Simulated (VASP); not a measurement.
V: single point with PBEsol

Crystal: V.

```xyz
1
Lattice="-1.4676 1.4676 1.5584 1.4676 -1.4676 1.5584 1.4676 1.4676 -1.5584" Properties=species:S:1:pos:R:3 pbc="T T T"
V     0.0000    0.0000    0.0000
```

This cell differs from its parent crystal: strain -0.030 along x and y, +0.030 along z.

* Program: VASP 6.6.1
* Task: single point
* Functional: PBEsol
* Potentials or basis: VASP PAW PBE potentials, release 64 (V_sv)
* Cutoff: 520 eV
* k mesh: 22 × 22 × 22
* Occupations: gaussian, width 0.15 eV
* Spin: no spin polarisation
* Dipole correction: no
* Further INCAR settings: ALGO = Fast; EDIFF = 1e-06; NBANDS = 12

- Pressure: -6.0 GPa

Stress tensor (GPa, compression positive):
```
 -3.46   0.00   0.00
  0.00  -3.46   0.00
  0.00   0.00 -11.08
```

Levels at points of the mesh, in eV from the Fermi level:
| k point | band 4 | band 5 | band 6 | band 7 | band 8 | band 9 |
| --- | --- | --- | --- | --- | --- | --- |
| (0.00, 0.00, 0.00) | -36.88 | -6.62 | 0.27 | 0.27 | 0.72 | 2.12 |
| (0.50, 0.00, 0.00) | -36.88 | -3.19 | -0.95 | 1.49 | 2.10 | 2.82 |
| (0.50, 0.50, 0.00) | -36.92 | -3.24 | -1.52 | 1.98 | 2.75 | 2.94 |
| (0.50, 0.50, 0.50) | -37.47 | -3.13 | -2.94 | 3.66 | 3.79 | 3.79 |

Wall time 94 s on 1 thread of AMD EPYC 7R43 64-Core Processor (Zen 3) (shared host), peak memory 0.2 GiB.

Caveat: the cell differs from its parent crystal (strain -0.030 along x and y, +0.030 along z); the PAW data sets were made with another functional, which shifts forces and pressure a little.
